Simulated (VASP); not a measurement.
# Rb (Pm-3n) in VASP: a series of runs, part 2 of 2

VASP 6.6.1. Earlier steps stand in the parts before.

### Step 3. Relaxation of cell and atoms, RPBE

This run uses another cell than the first one, of 87.10 Å³/atom.

Contents of INCAR:

```
SYSTEM = Rb
ALGO = Normal
EDIFF = 1E-6
EDIFFG = -0.01
ENCUT = 600
GGA = RP
IBRION = 2
ISIF = 3
ISMEAR = -1
LASPH = .True.
LCHARG = .False.
LREAL = .False.
LWAVE = .False.
NELM = 100
NSW = 80
PREC = Accurate
SIGMA = 0.1
```

Contents of KPOINTS:

```
k-points
0
Gamma
  3 3 3
  0 0 0
```

Contents of POSCAR:

```
Rb
1.0
    8.8656348752      0.0000000000      0.0000000000
    0.0000000000      8.8656348752      0.0000000000
    0.0000000000      0.0000000000      8.8656348752
Rb
8
Direct
    0.0000000000      0.0000000000      0.0000000000
    0.5000000000      0.5000000000      0.5000000000
    0.2500000000      0.0000000000      0.5000000000
    0.7500000000      0.0000000000      0.5000000000
    0.5000000000      0.2500000000      0.0000000000
    0.5000000000      0.7500000000      0.0000000000
    0.0000000000      0.5000000000      0.2500000000
    0.0000000000      0.5000000000      0.7500000000
```

Potentials or basis: VASP PAW PBE potentials, release 64 (Rb_sv).

Command:

```sh
cat potpaw_PBE.64/Rb_sv/POTCAR > POTCAR
mpirun -np 1 vasp_std > vasp.out
```

OUTCAR:

```text
SYSTEM = Rb
   EDIFF = 1E-6
   EDIFFG = -0.01
   ENCUT = 600
   GGA = RP
   IBRION = 2
   ISIF = 3
   ISMEAR = -1
   LASPH = .True.
   LREAL = .False.
   NELM = 100
   NSW = 80
   PREC = Accurate

 ion  position               nearest neighbor table
   1  0.000  0.000  0.000-   3 4.96   4 4.96   5 4.96   6 4.96   7 4.96   8 4.96   3 4.96   4 4.96
                             7 4.96   8 4.96   5 4.96   6 4.96
   2  0.500  0.500  0.500-   3 4.96   4 4.96   5 4.96   6 4.96   7 4.96   8 4.96   5 4.96   6 4.96
                             3 4.96   4 4.96   7 4.96   8 4.96
   3  0.250  0.000  0.500-   4 4.43   4 4.43   1 4.96   1 4.96   2 4.96   2 4.96   8 5.43   5 5.43
                             5 5.43   6 5.43   6 5.43   7 5.43   8 5.43   7 5.43
   4  0.750  0.000  0.500-   3 4.43   3 4.43   1 4.96   1 4.96   2 4.96   2 4.96   8 5.43   5 5.43
                             5 5.43   6 5.43   6 5.43   7 5.43   8 5.43   7 5.43
   5  0.500  0.250  0.000-   6 4.43   6 4.43   1 4.96   2 4.96   2 4.96   1 4.96   8 5.43   4 5.43
                             3 5.43   4 5.43   3 5.43   7 5.43   7 5.43   8 5.43
   6  0.500  0.750  0.000-   5 4.43   5 4.43   1 4.96   2 4.96   2 4.96   1 4.96   8 5.43   4 5.43
                             3 5.43   4 5.43   3 5.43   7 5.43   7 5.43   8 5.43
   7  0.000  0.500  0.250-   8 4.43   8 4.43   1 4.96   2 4.96   1 4.96   2 4.96   3 5.43   4 5.43
                             5 5.43   3 5.43   4 5.43   6 5.43   5 5.43   6 5.43
   8  0.000  0.500  0.750-   7 4.43   7 4.43   1 4.96   2 4.96   1 4.96   2 4.96   3 5.43   4 5.43
                             5 5.43   3 5.43   4 5.43   6 5.43   5 5.43   6 5.43

  LATTYP: Found a simple cubic cell.
 ALAT       =     8.8656348752

  Lattice vectors:

 A1 = (   8.8656348752,   0.0000000000,   0.0000000000)
 A2 = (   0.0000000000,   8.8656348752,   0.0000000000)
 A3 = (   0.0000000000,   0.0000000000,   8.8656348752)

Analysis of symmetry for initial positions (statically):
=====================================================================
 Subroutine PRICEL returns:
 Original cell was already a primitive cell.

 Routine SETGRP: Setting up the symmetry group for a
 simple cubic supercell.

 Subroutine GETGRP returns: Found 48 space group operations
 (whereof 24 operations were pure point group operations)
 out of a pool of 48 trial point group operations.

The static configuration has the point symmetry T_h .
 The point group associated with its full space group is O_h .

Analysis of symmetry for dynamics (positions and initial velocities):
[... 138 lines left out ...]
 maximum number of plane-waves:     23258
 NGX is ok and might be reduce to    72
   NGX = 35   NGY = 35   NGZ = 35

--------------------------------------- Ionic step        1  -------------------------------------------

 number of electron      71.9999999 magnetization

 Free energy of the ion-electron system (eV)
  ---------------------------------------------------
  ext. energy  EPLUGINS =         0.00000000
  ---------------------------------------------------
  free energy    TOTEN  =        -6.46017133 eV

  energy without entropy =       -6.18564279  energy(sigma->0) =       -6.32290706

------------------------ aborting loop because EDIFF is reached ----------------------------------------

  FORCE on cell =-STRESS in cart. coord.  units (eV):
  Direction    XX          YY          ZZ          XY          YZ          ZX
  --------------------------------------------------------------------------------------
  -------------------------------------------------------------------------------------
  Total        2.1000462      2.1000462      2.1000462      0.0000000      0.0000000      0.0000000
  in kB        4.8284742      4.8284742      4.8284742      0.0000000      0.0000000      0.0000000
  external PRESSURE =       4.8284742 kB  Pullay stress =       0.0000000 kB
[... 29 lines left out ...]
--------------------------------------- Ionic step        2  -------------------------------------------

 number of electron      72.0000002 magnetization

 E-fermi :   0.2028     XC(G=0):  -5.3417

 val. band max:        0.1367731000   @ k =   0.0000   0.0000   0.0000
 cond. band min:       0.2273298698   @ k =   0.3333   0.3333   0.3333
 fundamental gap:      0.0905567699
 Fermi energy:         0.2027994626

 k-point     1 :       0.0000    0.0000    0.0000
  band No.  band energies     occupation
      1     -28.8067      2.00000
      2     -28.8046      2.00000
      3     -28.8046      2.00000
      4     -28.8013      2.00000
      5     -28.8003      2.00000
      6     -28.7987      2.00000
[... 256 lines left out ...]
--------------------------------------- Ionic step        4  -------------------------------------------

 number of electron      71.9999998 magnetization

 Free energy of the ion-electron system (eV)
  ---------------------------------------------------
  ext. energy  EPLUGINS =         0.00000000
  ---------------------------------------------------
  free energy    TOTEN  =        -6.62209849 eV

  energy without entropy =       -6.33635586  energy(sigma->0) =       -6.47922717

 E-fermi :  -0.0678     XC(G=0):  -5.0671

 val. band max:       -0.1349932089   @ k =   0.0000   0.0000   0.0000
 cond. band min:      -0.0421135889   @ k =   0.3333   0.3333   0.3333
 fundamental gap:      0.0928796200
 Fermi energy:        -0.0677967810

 k-point     1 :       0.0000    0.0000    0.0000
  band No.  band energies     occupation
      1     -29.1339      2.00000
      2     -29.1332      2.00000
      3     -29.1332      2.00000
      4     -29.1297      2.00000
      5     -29.1297      2.00000
      6     -29.1297      2.00000
[... 208 lines left out ...]
  FREE ENERGIE OF THE ION-ELECTRON SYSTEM (eV)
  ---------------------------------------------------
  free  energy   TOTEN  =        -6.6220984928 eV

  energy  without entropy=       -6.3363558556  energy(sigma->0) =       -6.47922717

 reached required accuracy - stopping structural energy minimisation
```

CONTCAR:

```text
Rb
   1.00000000000000
     9.3487441501895248    0.0000000000000000    0.0000000000000000
     0.0000000000000000    9.3487441501895248   -0.0000000000000000
    -0.0000000000000000    0.0000000000000000    9.3487441501895248
  Rb
     8
Direct
     1.0000000000000000    0.0000000000000000    0.0000000000000000
     0.5000000000000000    0.5000000000000000    0.5000000000000000
     0.2500000000000000    1.0000000000000000    0.5000000000000000
     0.7500000000000000    0.0000000000000000    0.5000000000000000
     0.5000000000000000    0.2500000000000000    0.0000000000000000
     0.5000000000000000    0.7500000000000000    0.0000000000000000
     1.0000000000000000    0.5000000000000000    0.2500000000000000
     1.0000000000000000    0.5000000000000000    0.7500000000000000

  0.00000000E+00  0.00000000E+00  0.00000000E+00
  0.00000000E+00  0.00000000E+00  0.00000000E+00
  0.00000000E+00  0.00000000E+00  0.00000000E+00
  0.00000000E+00  0.00000000E+00  0.00000000E+00
  0.00000000E+00  0.00000000E+00  0.00000000E+00
  0.00000000E+00  0.00000000E+00  0.00000000E+00
  0.00000000E+00  0.00000000E+00  0.00000000E+00
  0.00000000E+00  0.00000000E+00  0.00000000E+00
```

Wall time 5 min (1 thread of Intel Xeon 6975P-C (Granite Rapids), shared host); peak memory 0.83 GiB.

Results:

```yaml
Free_energy: -6.6221 eV
Relaxed_volume: 102.13 Å³/atom
Relaxed_cell: a = 9.349 Å, b = 9.349 Å, c = 9.349 Å, α = 90.00°, β = 90.00°, γ = 90.00°
Space_group_after_relaxing_to_0.1_Å: Pm-3n (No. 223)
Energy_gained_by_relaxing: 20.2 meV/atom
Ionic_steps: 4
Pressure_after_relaxing: 0.0 GPa
Band_gap_on_the_k_mesh: zero (bands 36 and 37 overlap by 0.10 eV)
```

The path:
| step | energy change (eV) | largest force (eV/Å) | pressure (GPa) | volume (Å³) |
| --- | --- | --- | --- | --- |
| 1 | 0.0000 | 0.0000 | 0.48 | 696.83 |
| 2 | -0.0689 | 0.0000 | 0.34 | 723.65 |
| 3 | -0.1601 | 0.0000 | 0.04 | 804.43 |
| 4 | -0.1619 | 0.0000 | 0.01 | 817.07 |

Final structure:
```
Rb
1.0
     9.34874    0.00000    0.00000
     0.00000    9.34874    0.00000
     0.00000    0.00000    9.34874
Rb
8
Direct
  0.00000 0.00000 0.00000
  0.50000 0.50000 0.50000
  0.25000 0.00000 0.50000
  0.75000 0.00000 0.50000
  0.50000 0.25000 0.00000
  0.50000 0.75000 0.00000
  0.00000 0.50000 0.25000
  0.00000 0.50000 0.75000
```

Caveat: the volume moved by over 15 % at a fixed basis, so the end points are rough; the PAW data sets were made with another functional, which shifts forces and pressure a little.

### Step 4. Single point, RPBE

Contents of INCAR:

```
PREC     = Accurate       # precision mode
ENCUT    = 520            # plane-wave cutoff, eV
EDIFF    = 1E-6           # SCF threshold, eV
ISMEAR   = -1             # smearing method
SIGMA    = 0.1            # smearing width, eV
LREAL    = F              # projectors in reciprocal space
LASPH    = T              # aspherical terms in the spheres
NELM     = 100            # most SCF steps
ALGO     = Normal         # electronic algorithm
ISIF     = 2              # what is computed and relaxed
LWAVE    = F              # write WAVECAR
LCHARG   = F              # write CHGCAR
GGA      = RP             # functional
NBANDS   = 46             # bands
```

Contents of KPOINTS:

```
regular mesh
0
Gamma
  4 4 4
```

Contents of POSCAR:

```
Rb
1.0
    9.3430637435      0.0000000000      0.0000000000
    0.0000000000      9.3430637435      0.0000000000
    0.0000000000      0.0000000000      9.3430637435
Rb
8
Direct
    1.0000000000      1.0000000000      0.0000000000
    0.5000000000      0.5000000000      0.5000000000
    0.2500000000      1.0000000000      0.5000000000
    0.7500000000      0.0000000000      0.5000000000
    0.5000000000      0.2500000000      0.0000000000
    0.5000000000      0.7500000000      0.0000000000
    0.0000000000      0.5000000000      0.2500000000
    0.0000000000      0.5000000000      0.7500000000
```

Command:

```sh
cat potpaw_PBE.64/Rb_sv/POTCAR > POTCAR
mpirun -np 1 vasp_std > vasp.out
```

Wall time 3 min (1 thread of Intel Xeon 6975P-C (Granite Rapids), shared host); peak memory 0.77 GiB.

Results (log left out):

* Free energy: -6.6519 eV
* Pressure: 0.0 GPa
* Band gap on the k mesh: zero (bands 36 and 37 overlap by 0.67 eV)

Levels at points of the mesh, in eV from the Fermi level:
```csv
k point,band 33,band 34,band 35,band 36,band 37,band 38,band 39,band 40
"(0.00, 0.00, 0.00)",-1.82,-0.06,-0.06,-0.04,0.17,0.17,0.17,1.32
"(0.50, 0.00, 0.00)",-1.31,-1.31,0.31,0.31,0.41,0.41,0.55,0.55
"(0.50, 0.50, 0.00)",-0.83,-0.82,-0.82,-0.81,0.66,0.71,0.71,0.72
"(0.50, 0.50, 0.50)",-0.37,-0.37,-0.36,-0.36,-0.36,-0.36,-0.36,-0.36
```

Caveat: the PAW data sets were made with another functional, which shifts forces and pressure a little.

### Step 5. Summary

| task | cell | k mesh | cutoff (eV) | gap on the mesh (eV) | pressure (GPa) |
| --- | --- | --- | --- | --- | --- |
| single point | a = 9.343 Å, 8 atoms | 3 × 3 × 3 | 520 | none | 0.0 |
| relaxation of cell and atoms | relaxed from a = 8.866 Å, 8 atoms | 3 × 3 × 3 | 600 | none | 0.0 |
| single point | a = 9.343 Å, 8 atoms | 4 × 4 × 4 | 520 | none | 0.0 |

Alike in all rows: level RPBE; potentials or basis VASP PAW PBE potentials, release 64 (Rb_sv); no spin polarisation; smearing fermi-dirac 0.1 eV.

Caveats: the PAW data sets were made with another functional, which shifts forces and pressure a little; the volume moved by over 15 % at a fixed basis, so the end points are rough (at least some runs).

Total energies depend on the potentials used, so only differences within one code and one set of settings carry meaning.
